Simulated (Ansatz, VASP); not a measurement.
MoS2 in VASP and in Ansatz

```
CELL_PARAMETERS angstrom
-1.57647 -2.73053 0.00000
1.57647 -2.73053 0.00000
0.26275 -1.36527 17.98960
ATOMIC_POSITIONS crystal
Mo 0.86111 0.72221 0.83337
Mo 0.30555 0.27777 0.16670
Mo 0.58333 0.49999 0.50003
S 0.90218 0.80436 0.58691
S 0.17996 0.02659 0.92024
S 0.62440 0.58214 0.25358
S 0.93115 0.86231 0.41307
S 0.20893 0.08453 0.74641
S 0.65338 0.64009 0.07974
```

Alike in both runs: task single point; functional PBE; dispersion D3(BJ); k mesh 10 × 10 × 2; occupations gaussian, width 0.05 eV; no spin polarisation.

```csv
,VASP,Ansatz
version,VASP 6.6.1,Ansatz 0.2.0
potentials or method,"VASP PAW PBE potentials, release 64 (Mo_sv, S), cutoff 520 eV","scalar-relativistic, plane waves, PAW"
valence electrons in the cell,78,78
```

|  | VASP | Ansatz | Ansatz less VASP |
| --- | --- | --- | --- |
| gap on the k mesh at the Fermi level (eV) | 0.78 | 0.77 | -0.018 |
| least direct gap on the mesh (eV) | 1.90 | 1.90 | -0.004 |
| pressure (GPa) | 0.0 | 0.1 | +0.15 |
| traceless stress, the component that is largest in VASP (GPa) | -0.33 | -0.33 | 0.000 |
| rms of the force components (eV/Å) | 0.036 | 0.033 | -0.0027 |

Atom by atom the forces differ by 0.006 eV/Å (rms over components).
